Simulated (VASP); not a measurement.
Write the native input for VASP 6.6.1 that does the following.

* Task: single point
* Functional: PBE
* Potentials or basis: VASP PAW PBE potentials, release 64 (Ge_d)
* Cutoff: 520 eV
* k mesh: 12 × 12 × 6
* Occupations: gaussian, width 0.1 eV
* Spin: no spin polarisation
* Dipole correction: no
* Further INCAR settings: ALGO = Normal; EDIFF = 1e-07; NBANDS = 36

The structure of Ge lies in POSCAR:

```
Ge
1.0
    4.1188326217      0.0000000000      0.0000000000
   -2.0594163109      3.5670136844      0.0000000000
    0.0000000000      0.0000000000      6.7005464140
Ge
4
Direct
    0.6666666700      0.3333333300      0.0583553670
    0.3333333300      0.6666666700      0.5583553670
    0.6666666700      0.3333333300      0.4416446330
    0.3333333300      0.6666666700      0.9416446330
```

This isn't the form of Ge at room conditions, which is diamond.

This cell differs from its parent crystal: strained.

These files were run (other wordings do the same):

INCAR

```
PREC = Accurate ; ENCUT = 520
EDIFF = 1E-7 ; ISMEAR = 0
SIGMA = 0.1 ; LREAL = F
LASPH = T ; NELM = 60
ALGO = Normal ; ISIF = 2
LWAVE = F ; LCHARG = F
GGA = PE ; NBANDS = 36
```

KPOINTS

```
Automatic mesh
0
Gamma
  12 12 6
```

Potentials or basis: VASP PAW PBE potentials, release 64 (Ge_d).

The run is started by

```console
$ cat potpaw_PBE.64/Ge_d/POTCAR > POTCAR
$ mpirun -np 1 vasp_std > vasp.out
```

Results of the run:

```yaml
Pressure: -1.7 GPa
Largest_force: 0.410 eV/Å
Band_gap_on_the_k_mesh: zero (bands 28 and 29 overlap by 0.21 eV)
```

Caveat: the cell differs from its parent crystal (strained); semilocal functionals underestimate gaps, and a narrow one can read as zero.

Wall time 2.7 min on 1 thread of Intel(R) Xeon(R) Platinum 8259CL CPU @ 2.50GHz (Skylake/Cascade Lake), on a shared host, peak memory 0.32 GiB.
